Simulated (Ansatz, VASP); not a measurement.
## GaAs: VASP beside Ansatz

POSCAR

```
GaAs
1.0
    0.0000000000      2.8330850947      2.8330850947
    2.6965303932      0.0000000000      2.8330850947
    2.6965303932      2.8330850947      0.0000000000
Ga As
1 1
Direct
    0.0000000000      0.0000000000      0.0000000000
    0.2500000000      0.2500000000      0.2500000000
```

Contents of INCAR.step1:

```
ALGO     = Normal         # electronic algorithm
EDIFF    = 1E-4           # SCF threshold, eV
ENCUT    = 520            # plane-wave cutoff, eV
GGA      = PE             # functional
ISMEAR   = 0              # smearing method
LASPH    = T              # aspherical terms in the spheres
LCHARG   = F              # write CHGCAR
LREAL    = F              # projectors in reciprocal space
LWAVE    = T              # write WAVECAR
NBANDS   = 16             # bands
NELM     = 80             # most SCF steps
PREC     = Accurate       # precision mode
SIGMA    = 0.01           # smearing width, eV
```

File INCAR.step2:

```
ALGO     = Normal         # electronic algorithm
EDIFF    = 1E-6           # SCF threshold, eV
ENCUT    = 520            # plane-wave cutoff, eV
ISIF     = 2              # what is computed and relaxed
ISMEAR   = 0              # smearing method
ISTART   = 1            
LASPH    = T              # aspherical terms in the spheres
LCHARG   = F              # write CHGCAR
LMIXTAU  = T            
LREAL    = F              # projectors in reciprocal space
LWAVE    = F              # write WAVECAR
METAGGA  = R2SCAN         # meta-GGA
NBANDS   = 16             # bands
NELM     = 80             # most SCF steps
PREC     = Accurate       # precision mode
SIGMA    = 0.01           # smearing width, eV
```

Contents of KPOINTS:

```
k-points
0
Gamma
  8 8 8
```

Input for Ansatz:

```yaml
crystal:
  lattice:
    - [0.0, 2.8330850947, 2.8330850947]
    - [2.6965303932, 0.0, 2.8330850947]
    - [2.6965303932, 2.8330850947, 0.0]
  atoms:
    - { symbol: Ga, position: [0.0, 0.0, 0.0] }
    - { symbol: As, position: [0.25, 0.25, 0.25] }
kpoints:
  mp_grid: { grid: [8, 8, 8] }
  band_path:
    path:
      - [0.0, 0.0, 0.0]
      - [-0.5, -0.5, 0.0]
      - [-0.375, -0.375, 0.25]
      - [-0.375, 0.0, 0.375]
      - [0.0, 0.0, 0.5]
      - [-0.5, -0.25, 0.25]
    npoints: 1
hamiltonian:
  xc: r2scan
scf:
  occupations: { method: fixed }
  n_extra_bands: 4
output:
  forces: true
  stress: true
  eigenvalues: true
```

Change from the starting cell: uniaxial_x strain -4.8%.

Alike in both runs: task single point; functional r2SCAN; k mesh 8 × 8 × 8; no spin polarisation.

```csv
,VASP,Ansatz
version,VASP 6.6.1,Ansatz 0.2.0
potentials or method,"VASP PAW PBE potentials, release 64 (Ga_d, As)","plane waves, PAW"
plane-wave cutoff (eV),520,500
occupations,"gaussian, width 0.01 eV",fixed
valence electrons in the cell,18,28
```

```tsv
	VASP	Ansatz	Ansatz less VASP
gap on the k mesh at the Fermi level (eV)	1.14	1.16	+0.021
pressure (GPa)	4.1	4.0	-0.12
traceless stress, the component that is largest in VASP (GPa)	2.02	2.03	+0.010
```

VASP's potentials were made for PBE, not for r2SCAN. VASP's potentials hold 18 valence electrons a cell and Ansatz's 28, so a difference there can come from the potentials and not from the codes.
